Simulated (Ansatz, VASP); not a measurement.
One calculation of Nb2H3, two programs

The input INCAR:

```
SYSTEM = Nb2H3
PREC     = Accurate       ! precision mode
ENCUT    = 600            ! plane-wave cutoff, eV
EDIFF    = 1E-6           ! SCF threshold, eV
ISMEAR   = 0              ! smearing method
SIGMA    = 0.1            ! smearing width, eV
LREAL    = .False.        ! projectors in reciprocal space
LASPH    = .True.         ! aspherical terms in the spheres
NELM     = 80             ! most SCF steps
ALGO     = Normal         ! electronic algorithm
ISIF     = 3              ! what is computed and relaxed
LWAVE    = .False.        ! write WAVECAR
LCHARG   = .False.        ! write CHGCAR
GGA      = PE             ! functional
IBRION   = 2              ! ionic algorithm
NSW      = 90             ! ionic steps
EDIFFG   = -0.04          ! ionic threshold
```

The input KPOINTS:

```
regular mesh
0
Gamma
  6 6 6
  0 0 0
```

Contents of POSCAR:

```
Nb2H3
1.0
    1.4664963234      0.8466820471      6.7979543476
   -1.4664963234      0.8466820471      6.7979543476
    0.0000000000     -1.6933640942      6.7979543476
Nb H
2 3
Direct
    0.4000000000      0.4000000000      0.4000000000
    0.6000000000      0.6000000000      0.6000000000
    0.0000000000      0.0000000000      0.0000000000
    0.2095000000      0.2095000000      0.2095000000
    0.7905000000      0.7905000000      0.7905000000
```

Input for Ansatz:

```yaml
crystal:
  lattice:
    - [1.4664963234, 0.8466820471, 6.7979543476]
    - [-1.4664963234, 0.8466820471, 6.7979543476]
    - [0.0, -1.6933640942, 6.7979543476]
  atoms:
    - { symbol: Nb, position: [0.4, 0.4, 0.4] }
    - { symbol: Nb, position: [0.6, 0.6, 0.6] }
    - { symbol: H, position: [0.0, 0.0, 0.0] }
    - { symbol: H, position: [0.2095, 0.2095, 0.2095] }
    - { symbol: H, position: [0.7905, 0.7905, 0.7905] }
basis:
  ecutwfc: 420
kpoints:
  mp_grid: { grid: [6, 6, 6] }
hamiltonian:
  xc: pbe
scf:
  occupations: { method: gaussian, width: 0.1 }
  lower_state_search: "off"
output:
  forces: true
  stress: true
  eigenvalues: true
relax:
  adjacent_minimum: "off"
  f_tol: 0.04
  max_steps: 70
  cell: { stress_tol: 0.4 }
```

Alike in both runs: task relaxation of cell and atoms; functional PBE; k mesh 6 × 6 × 6; occupations gaussian, width 0.1 eV; no spin polarisation.

```csv
,VASP,Ansatz
version,VASP 6.6.1,Ansatz 0.2.0
potentials or method,"VASP PAW PBE potentials, release 64 (Nb_sv, H), cutoff 600 eV","scalar-relativistic, plane waves, PAW"
valence electrons in the cell,29,29
```

|  | VASP | Ansatz | Ansatz less VASP |
| --- | --- | --- | --- |
| gap on the k mesh at the Fermi level, each at its own relaxed structure (eV) | none | none | - |
| relaxed volume (Å³/atom) | 10.75 | 10.60 | -0.145 |
| relaxed length of the cell vector where the two differ most in proportion (Å) | 7.291 | 7.187 | -0.1046 |

A gap of «none» marks a metal or a gap that the smearing closes.

The k mesh is coarse, so the values compare programs but aren't converged.
